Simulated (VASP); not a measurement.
Write the native input for VASP 6.6.1 that does the following.

```yaml
Task: single point
Functional: PBEsol
Potentials_or_basis: VASP PAW PBE potentials, release 64 (Au)
Cutoff: 520 eV
k_mesh: 20 × 20 × 20
Occupations: gaussian, width 0.15 eV
Spin: no spin polarisation
Dipole_correction: no
Further_INCAR_settings: ALGO = Fast; EDIFF = 1e-06; NBANDS = 12
```

The structure of Au lies in POSCAR:

```
Au
1.0
    0.0000000000      2.0455000000      2.0148175000
    2.0455000000      0.0000000000      2.0148175000
    2.0455000000      2.0455000000      0.0000000000
Au
1
Direct
    0.0000000000      0.0000000000      0.0000000000
```

This cell differs from its parent crystal: strain +0.000 along x and y, -0.015 along z.

One way to write it, as run:

INCAR

```
SYSTEM = Au
ALGO     = Fast           ! electronic algorithm
EDIFF    = 1E-6           ! SCF threshold, eV
ENCUT    = 520            ! plane-wave cutoff, eV
GGA      = PS             ! functional
ISIF     = 2              ! what is computed and relaxed
ISMEAR   = 0              ! smearing method
LASPH    = .TRUE.         ! aspherical terms in the spheres
LCHARG   = .FALSE.        ! write CHGCAR
LREAL    = .FALSE.        ! projectors in reciprocal space
LWAVE    = .FALSE.        ! write WAVECAR
NBANDS   = 12             ! bands
NELM     = 80             ! most SCF steps
PREC     = Accurate       ! precision mode
SIGMA    = 0.15           ! smearing width, eV
```

KPOINTS

```
k-points
0
G
  20 20 20
  0 0 0
```

Potentials or basis: VASP PAW PBE potentials, release 64 (Au).

Launch:

```bash
$ cat potpaw_PBE.64/Au/POTCAR > POTCAR
$ mpirun -np 1 vasp_std > vasp.out
```

Results of the run:

* Pressure: 1.5 GPa

Caveat: the cell differs from its parent crystal (strain +0.000 along x and y, -0.015 along z); the PAW data sets were made with another functional, which shifts forces and pressure a little.

Run time: 60 s on 1 thread of Intel(R) Xeon(R) Platinum 8488C (Sapphire Rapids), on a shared host, peak memory 0.24 GiB.
